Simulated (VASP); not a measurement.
# Li2Cl3 (R-3m) in VASP: further runs

Runs on Li2Cl3. Level: PBE. Tasks: single point.

Program: VASP 6.6.1. These are calculated values, not measurements. Logs are shortened: lines on timing, memory, paths and dates and some standing lists are left out, and cuts for length are marked.

## (1) The cell of the first run

It takes space group R-3m (No. 166, trigonal). Conventional cell: a = 3.782 Å, b = 3.782 Å, c = 23.930 Å, α = 90.00°, β = 90.00°, γ = 120.00°. Li (site symmetry 3m) has 6 Cl at 2.41 to 2.71 Å within 3.2 Å. Within 3.6 Å of Cl (site symmetry -3m) lie 6 Li at 2.71 Å and 6 Cl at 3.42 Å. Within 3.2 Å of Cl (site symmetry 3m) lie 3 Li at 2.41 Å.

## (2) Single point, PBE

INCAR reads:

```
SYSTEM = Li2Cl3
PREC = Accurate
ENCUT = 520
EDIFF = 1E-6
ISMEAR = 0
SIGMA = 0.1
LREAL = .FALSE.
LASPH = .TRUE.
NELM = 60
ALGO = Normal
ISIF = 2
LWAVE = .FALSE.
LCHARG = .FALSE.
GGA = PE
NBANDS = 22
```

KPOINTS reads:

```
regular mesh
0
G
  6 6 6
  0 0 0
```

POSCAR reads:

```
Li2Cl3
1.0
    1.8911325745      1.0918459010      7.9765353044
   -1.8911325745      1.0918459010      7.9765353044
    0.0000000000     -2.1836918019      7.9765353044
Li Cl
2 3
Direct
    0.4005956741      0.4005956741      0.4005956741
    0.5994043259      0.5994043259      0.5994043259
    0.0000000000      0.0000000000      0.0000000000
    0.2231426697      0.2231426697      0.2231426697
    0.7768573303      0.7768573303      0.7768573303
```

Potentials or basis: VASP PAW PBE potentials, release 64 (Li_sv, Cl).

Run with:

```console
$ cat potpaw_PBE.64/Li_sv/POTCAR potpaw_PBE.64/Cl/POTCAR > POTCAR
$ mpirun -np 1 vasp_std > vasp.out
```

OUTCAR:

```text
SYSTEM = Li2Cl3
   PREC = Accurate
   ENCUT = 520
   EDIFF = 1E-6
   ISMEAR = 0
   LREAL = .FALSE.
   LASPH = .TRUE.
   NELM = 60
   ISIF = 2
   GGA = PE

 ion  position               nearest neighbor table
   1  0.401  0.401  0.401-   5 2.41   5 2.41   5 2.41
   2  0.599  0.599  0.599-   4 2.41   4 2.41   4 2.41
   3  0.000  0.000  0.000-
   4  0.223  0.223  0.223-   2 2.41   2 2.41   2 2.41
   5  0.777  0.777  0.777-   1 2.41   1 2.41   1 2.41

  LATTYP: Found a trigonal (rhomboedric) cell.
 ALAT       =     8.2700438541
 COS(alpha) =     0.8954176681

  Lattice vectors:

 A1 = (   1.8911325745,   1.0918459010,   7.9765353044)
 A2 = (  -1.8911325745,   1.0918459010,   7.9765353044)
 A3 = (   0.0000000000,  -2.1836918019,   7.9765353044)

Analysis of symmetry for initial positions (statically):
=====================================================================
 Subroutine PRICEL returns:
 Original cell was already a primitive cell.

 Routine SETGRP: Setting up the symmetry group for a
 trigonal (rhombohedral) supercell.

 Subroutine GETGRP returns: Found 12 space group operations
 (whereof 12 operations were pure point group operations)
 out of a pool of 12 trial point group operations.

The static configuration has the point symmetry D_3d.

Analysis of symmetry for dynamics (positions and initial velocities):
=====================================================================
 Subroutine PRICEL returns:
 Original cell was already a primitive cell.

 Routine SETGRP: Setting up the symmetry group for a
 trigonal (rhombohedral) supercell.

 Subroutine GETGRP returns: Found 12 space group operations
 (whereof 12 operations were pure point group operations)
 out of a pool of 12 trial point group operations.

The dynamic configuration has the point symmetry D_3d.

 Subroutine INISYM returns: Found 12 space group operations
 (whereof 12 operations are pure point group operations),
 and found     1 'primitive' translations

----------------------------------------------------------------------------------------

                                     Primitive cell

  volume of cell :      98.8209

  direct lattice vectors                    reciprocal lattice vectors
     1.891132575  1.091845901  7.976535304     0.264391829  0.152646694  0.041789238
    -1.891132575  1.091845901  7.976535304    -0.264391829  0.152646694  0.041789238
     0.000000000 -2.183691802  7.976535304     0.000000000 -0.305293387  0.041789238

  length of vectors
     8.270043854  8.270043854  8.270043854     0.308140216  0.308140216  0.308140216

  position of ions in fractional coordinates (direct lattice)
     0.400595674  0.400595674  0.400595674
     0.599404326  0.599404326  0.599404326
     0.000000000  0.000000000  0.000000000
     0.223142670  0.223142670  0.223142670
     0.776857330  0.776857330  0.776857330

  ion indices of the primitive-cell ions
   primitive index   ion index
                 1           1
                 2           2
                 3           3
                 4           4
                 5           5

----------------------------------------------------------------------------------------

 KPOINTS: regular mesh

Automatic generation of k-mesh.
 Grid dimensions read from file:
 generate k-points for:    6    6    6

 Generating k-lattice:

  Cartesian coordinates                     Fractional coordinates (reciprocal lattice)
     0.044065305  0.025441116  0.006964873     0.166666667 -0.000000000  0.000000000
    -0.044065305  0.025441116  0.006964873    -0.000000000  0.166666667  0.000000000
     0.000000000 -0.050882231  0.006964873     0.000000000  0.000000000  0.166666667

  Length of vectors
     0.051356703  0.051356703  0.051356703

  Shift w.r.t. Gamma in fractional coordinates (k-lattice)
     0.000000000  0.000000000  0.000000000

 Subroutine IBZKPT returns following result:
 ===========================================

 Found     32 irreducible k-points:

 Following reciprocal coordinates:
            Coordinates               Weight
  0.000000  0.000000  0.000000      1.000000
  0.166667 -0.000000  0.000000      6.000000
  0.333333 -0.000000 -0.000000      6.000000
  0.500000 -0.000000  0.000000      3.000000
  0.166667  0.166667  0.000000      6.000000
  0.333333  0.166667  0.000000     12.000000
[... 16 lines left out ...]
  0.500000  0.500000  0.166667      6.000000
 -0.333333  0.500000  0.166667     12.000000
 [... further k-points ...]
   k-points           NKPTS =     32   k-points in BZ     NKDIM =     32   number of bands    NBANDS=     22
   number of dos      NEDOS =    301   number of ions     NIONS =      5
   total plane-waves  NPLWV = 262144
   dimension x,y,z NGX =    64 NGY =   64 NGZ =   64
   dimension x,y,z NGXF=   128 NGYF=  128 NGZF=  128
   ions per type =               2   3
   NGX,Y,Z   is equivalent  to a cutoff of  12.87, 12.87, 12.87 a.u.
   NGXF,Y,Z  is equivalent  to a cutoff of  25.73, 25.73, 25.73 a.u.
 SYSTEM =  Li2Cl3
   PREC   = accura    normal or accurate (medium, high low for compatibility)
   ISTART =      0    job   : 0-new  1-cont  2-samecut
   ICHARG =      2    charge: 1-file 2-atom 10-const
   ISPIN  =      1    spin polarized calculation?
   LNONCOLLINEAR =      F non collinear calculations
   LSORBIT =      F    spin-orbit coupling
   LASPH  =      T    aspherical Exc in radial PAW
   ENCUT  =  520.0 eV  38.22 Ry    6.18 a.u.  15.38 15.38 15.38*2*pi/ulx,y,z
   NELM   =     60;   NELMIN=  2; NELMDL= -5     # of ELM steps
   EDIFF  = 0.1E-05   stopping-criterion for ELM
   LREAL  =      F    real-space projection
   EDIFFG = 0.1E-04   stopping-criterion for IOM
   NSW    =      0    number of steps for IOM
   IBRION =     -1    ionic relax: 0-MD 1-quasi-New 2-CG
   NFREE  =      0    steps in history (QN), initial steepest desc. (CG)
   ISIF   =      2    stress and relaxation
   ISYM   =      2    0-nonsym 1-usesym 2-fastsym
   POTIM  = 0.5000    time-step for ionic-motion
   TEBEG  =    0.0;   TEEND  =   0.0 temperature during run
   PSTRESS=    0.0 pullay stress
   NELECT =      27.0000    total number of electrons
   NUPDOWN=      -1.0000    fix difference up-down
   EMIN   =  10.00;   EMAX   =-10.00  energy-range for DOS
   EFERMI =   0.00;   METHOD = LEGACY
   ISMEAR =     0;   SIGMA  =   0.10  broadening in eV -4-tet -1-fermi 0-gaus
   EFERMI_NEDOS =   21; number of points for ismear=-14 and -15
   IALGO  =     38    algorithm
   IMIX   =      4    mixing-type and parameters
     AMIX     =   0.40;   BMIX     =  1.00
     AMIX_MAG =   1.60;   BMIX_MAG =  1.00
  volume/ion in A,a.u.               =      19.76       133.38
  Fermi-wavevector in a.u.,A,eV,Ry     =   1.062298  2.007453 15.353869  1.128478
  Thomas-Fermi vector in A             =   2.197744
   LORBIT       =      0    0 simple, 1 ext, 2 COOP (PROOUT), +10 PAW based schemes
   GGA     = PE    functional components
   LHFCALC =     F    Hartree Fock is set to
   AEXX    =    0.0000 exact exchange contribution
   IVDW    =     0    specifies the selected vdW correction
   LEPSILON=     F    determine dielectric tensor
   LRPA    =     F    only Hartree local field effects (RPA)
 non-spin polarized calculation
 Gauss-broadening in eV      SIGMA  =   0.10
  energy-cutoff  :      520.00
  volume of cell :       98.82
 maximum number of plane-waves:      2674
 NGX is ok and might be reduce to    64
   NGX = 31   NGY = 31   NGZ = 31

 number of electron      27.0000003 magnetization

 Free energy of the ion-electron system (eV)
  ---------------------------------------------------
  ext. energy  EPLUGINS =         0.00000000
  ---------------------------------------------------
  free energy    TOTEN  =       -15.49225807 eV

  energy without entropy =      -15.45880154  energy(sigma->0) =      -15.47552981

 E-fermi :  -0.2154     XC(G=0):  -8.3839

 val. band max:       -0.2510438686   @ k =   0.5000   0.3333  -0.0000
 cond. band min:      -0.2050737167   @ k =   0.3333   0.3333   0.3333
 fundamental gap:      0.0459701518
 Fermi energy:        -0.2153733780

 k-point     1 :       0.0000    0.0000    0.0000
  band No.  band energies     occupation
      1     -43.5894      2.00000
      2     -43.5889      2.00000
      3     -13.7452      2.00000
      4     -13.0765      2.00000
      5     -12.9994      2.00000
      6      -2.4323      2.00000
[... 14 lines left out ...]
     21      10.7074      0.00000
     22      11.9368      0.00000

 k-point     2 :       0.1667   -0.0000    0.0000
  band No.  band energies     occupation
      1     -43.5891      2.00000
      2     -43.5886      2.00000
      3     -13.6462      2.00000
      4     -13.0468      2.00000
      5     -12.9445      2.00000
      6      -2.4443      2.00000
[... 14 lines left out ...]
     21      10.8489      0.00000
     22      10.9079      0.00000

 k-point     3 :       0.3333   -0.0000   -0.0000
  band No.  band energies     occupation
      1     -43.5884      2.00000
      2     -43.5881      2.00000
      3     -13.4163      2.00000
      4     -12.9661      2.00000
      5     -12.8741      2.00000
      6      -2.6680      2.00000
[... 14 lines left out ...]
     21      10.7626      0.00000
     22      11.2006      0.00000
[... 476 lines left out ...]
 k-point    23 :       0.5000    0.5000    0.1667
  band No.  band energies     occupation
      1     -43.5884      2.00000
      2     -43.5881      2.00000
      3     -13.3807      2.00000
      4     -13.0853      2.00000
      5     -12.7899      2.00000
      6      -2.6248      2.00000
[... 14 lines left out ...]
     21      10.7773      0.00000
     22      11.2112      0.00000

 k-point    24 :      -0.3333    0.5000    0.1667
  band No.  band energies     occupation
      1     -43.5880      2.00000
      2     -43.5879      2.00000
      3     -13.2551      2.00000
      4     -12.9830      2.00000
      5     -12.8222      2.00000
      6      -2.7409      2.00000
[... 14 lines left out ...]
     21      10.9539      0.00000
     22      11.4116      0.00000

 [... further k-points ...]

------------------------ aborting loop because EDIFF is reached ----------------------------------------

  FORCE on cell =-STRESS in cart. coord.  units (eV):
  Direction    XX          YY          ZZ          XY          YZ          ZX
  --------------------------------------------------------------------------------------
  -------------------------------------------------------------------------------------
  Total        0.1250403      0.1250403     -0.0430888      0.0000000     -0.0000000      0.0000000
  in kB        2.0272704      2.0272704     -0.6985966      0.0000000     -0.0000000      0.0000000
  external PRESSURE =       1.1186480 kB  Pullay stress =       0.0000000 kB

 VOLUME and BASIS-vectors are now :
 -----------------------------------------------------------------------------
  energy-cutoff  :      520.00
  volume of cell :       98.82
      direct lattice vectors                 reciprocal lattice vectors
     1.891132575  1.091845901  7.976535304     0.264391829  0.152646694  0.041789238
    -1.891132575  1.091845901  7.976535304    -0.264391829  0.152646694  0.041789238
     0.000000000 -2.183691802  7.976535304     0.000000000 -0.305293387  0.041789238

 POSITION                                       TOTAL-FORCE (eV/Angst)
 -----------------------------------------------------------------------------------
      0.00000      0.00000      9.58610        -0.000000      0.000000      0.002140
      0.00000      0.00000     14.34351        -0.000000     -0.000000     -0.002140
      0.00000      0.00000      0.00000         0.000000     -0.000000     -0.000000
      0.00000      0.00000      5.33972        -0.000000     -0.000000     -0.017527
      0.00000      0.00000     18.58989        -0.000000      0.000000      0.017527
 -----------------------------------------------------------------------------------
    total drift:                               -0.000000     -0.000000     -0.000000

  FREE ENERGIE OF THE ION-ELECTRON SYSTEM (eV)
  ---------------------------------------------------
  free  energy   TOTEN  =       -15.4922580738 eV

  energy  without entropy=      -15.4588015408  energy(sigma->0) =      -15.47552981
```

Run time: 7.5 min. Hardware: 1 thread of Intel Xeon Platinum 8259CL at 2.50GHz (Skylake/Cascade Lake), shared host; peak memory 0.55 GiB.

Results:

```yaml
Free_energy: -15.4923 eV
Largest_force: 0.018 eV/Å
```

Forces on the atoms (eV/Å):
```
Li   0.000  0.000  0.002
Li   0.000  0.000 -0.002
Cl   0.000  0.000  0.000
Cl   0.000  0.000 -0.018
Cl   0.000  0.000  0.018
```

Caveat: the cutoff is under 1.25 times the usual one of these potentials, so pressure, stress and relaxed cells hold a basis-set (Pulay) error; an odd number of electrons without spin polarisation forces a metal; a magnetic or distorted state may lie lower.

## (3) Single point, PBE

This run uses another cell than the first one, of 20.68 Å³/atom, 1.046 times its volume.

INCAR reads:

```
  PREC = Accurate
  ENCUT = 520
  EDIFF = 1E-7
  ISMEAR = 0
  SIGMA = 0.1
  LREAL = False
  LASPH = True
  NELM = 60
  ALGO = Normal
  ISIF = 2
  LWAVE = False
  LCHARG = True
  GGA = PE
  LELF = True
  LVHAR = True
  NBANDS = 22
```

KPOINTS reads:

```
Automatic mesh
0
Gamma
  6 6 6
```

POSCAR reads:

```
Li2Cl3
1.0
    1.8602971187      1.0740430422      8.6234207911
   -1.8602971187      1.0740430422      8.6234207911
    0.0000000000     -2.1480860844      8.6234207911
Li Cl
2 3
Direct
    0.4000000000      0.4000000000      0.4000000000
    0.6000000000      0.6000000000      0.6000000000
    0.0000000000      0.0000000000      0.0000000000
    0.2095000000      0.2095000000      0.2095000000
    0.7905000000      0.7905000000      0.7905000000
```

Potentials or basis: VASP PAW PBE potentials, release 64 (Li_sv, Cl).

Run with:

```console
$ cat potpaw_PBE.64/Li_sv/POTCAR potpaw_PBE.64/Cl/POTCAR > POTCAR
$ mpirun -np 1 vasp_std > vasp.out
```

It took 10 min on 1 thread of Intel Xeon Platinum 8259CL at 2.50GHz (Skylake/Cascade Lake), shared host; peak memory 0.65 GiB.

The run converged. Its results:

| Item | Value |
| --- | --- |
| Free energy | -15.2009 eV |
| Largest force | 0.807 eV/Å |

Forces on the atoms (eV/Å):
```
Li   0.000  0.000 -0.016
Li   0.000  0.000  0.016
Cl   0.000  0.000  0.000
Cl   0.000  0.000  0.807
Cl   0.000  0.000 -0.807
```

Levels at points of the mesh, in eV from the Fermi level:
| k point | band 12 | band 13 | band 14 | band 15 | band 16 | band 17 |
| --- | --- | --- | --- | --- | --- | --- |
| (0.00, 0.00, 0.00) | 0.05 | 0.05 | 0.11 | 5.88 | 7.28 | 8.19 |
| (0.50, 0.00, 0.00) | -0.75 | -0.28 | -0.08 | 7.25 | 7.69 | 8.24 |
| (0.50, 0.50, 0.00) | -0.46 | -0.34 | -0.19 | 6.94 | 8.00 | 8.34 |
| (0.50, 0.50, 0.50) | -0.19 | 0.03 | 0.03 | 6.22 | 7.33 | 7.86 |

Caveat: the cutoff is under 1.25 times the usual one of these potentials, so pressure, stress and relaxed cells hold a basis-set (Pulay) error; an odd number of electrons without spin polarisation forces a metal; a magnetic or distorted state may lie lower.
